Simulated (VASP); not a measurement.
LiCl:

```
Li Cl
1.0
     0.00000    2.55603    2.55603
     2.55603    0.00000    2.55603
     2.55603    2.55603    0.00000
Li Cl
1 1
Direct
  0.00000 0.00000 0.00000
  0.50000 0.50000 0.50000
```

Base run:

* Program: VASP 6.6.1
* Functional: PBE
* Potentials or basis: VASP PAW PBE potentials, release 64 (Li_sv, Cl)
* Cutoff: 520 eV
* k mesh: 6 × 6 × 6
* Occupations: gaussian, width 0.01 eV
* Spin: no spin polarisation

Its results: band gap on the k mesh 6.40 eV, direct.

**Question.** The run is repeated on the same cell with these changes: functional from PBE to r2SCAN; k mesh from 6 × 6 × 6 to 8 × 8 × 8. What comes out?

**Answer.** Band gap on the k mesh 7.36 eV, direct.

Several settings changed at once, so the effect can't be laid on one alone.

A k mesh can miss the band edges.
